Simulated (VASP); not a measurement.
## Mg3ZrN2: single point with PBE

Crystal: Mg3ZrN2.

```
Mg Zr N
1.0
     3.48728   -3.49602    0.15885
     3.48728    3.49602    0.15885
    -0.19664    0.00000    3.99314
Mg Zr N
3 1 2
Direct
  0.00000 0.50000 0.00000
  0.50000 0.00000 0.00000
  0.50000 0.50000 0.00000
  0.00000 0.00000 0.50000
  0.00000 0.50000 0.50000
  0.50000 0.00000 0.50000
```

```yaml
Program: VASP 6.6.1
Task: single point
Functional: PBE
Potentials_or_basis: VASP PAW PBE potentials, release 64 (Mg, Zr_sv, N)
Cutoff: 600 eV
k_mesh: 4 × 4 × 4
Occupations: gaussian, width 0.2 eV
Spin: no spin polarisation
```

```json
{
 "Pressure": "0.0 GPa",
 "Band gap on the k mesh": "zero (band 14 reaches 4.57 eV, above the bottom of band 15 at 4.14 eV)"
}
```

Stress tensor (GPa, compression positive):
```
 0.05  0.00  0.11
 0.00  0.01  0.00
 0.11  0.00 -0.19
```

Levels at points of the mesh, in eV from the Fermi level:
```tsv
k point	band 11	band 12	band 13	band 14	band 15	band 16	band 17	band 18
(0.00, 0.00, 0.00)	-2.26	-1.22	-1.21	-0.45	0.73	1.08	1.08	2.78
(0.50, 0.00, 0.00)	-2.60	-2.24	-2.22	0.02	1.15	1.99	2.39	2.44
(0.50, 0.50, 0.00)	-2.99	-1.60	-0.66	-0.38	-0.38	0.92	2.43	2.44
(0.00, 0.00, 0.50)	-1.24	-1.24	-1.05	-1.05	0.31	1.26	2.02	2.48
(0.50, 0.00, 0.50)	-2.18	-1.85	-0.74	-0.51	0.26	1.33	1.75	2.53
(0.50, 0.50, 0.50)	-3.30	-2.18	-0.81	-0.53	1.25	1.26	2.62	3.16
```

Wall time 53 s on 1 thread of Intel(R) Xeon(R) 6975P-C (Granite Rapids) (shared host), peak memory 0.25 GiB.

Caveat: the k points lie up to 0.39 Å⁻¹ apart.
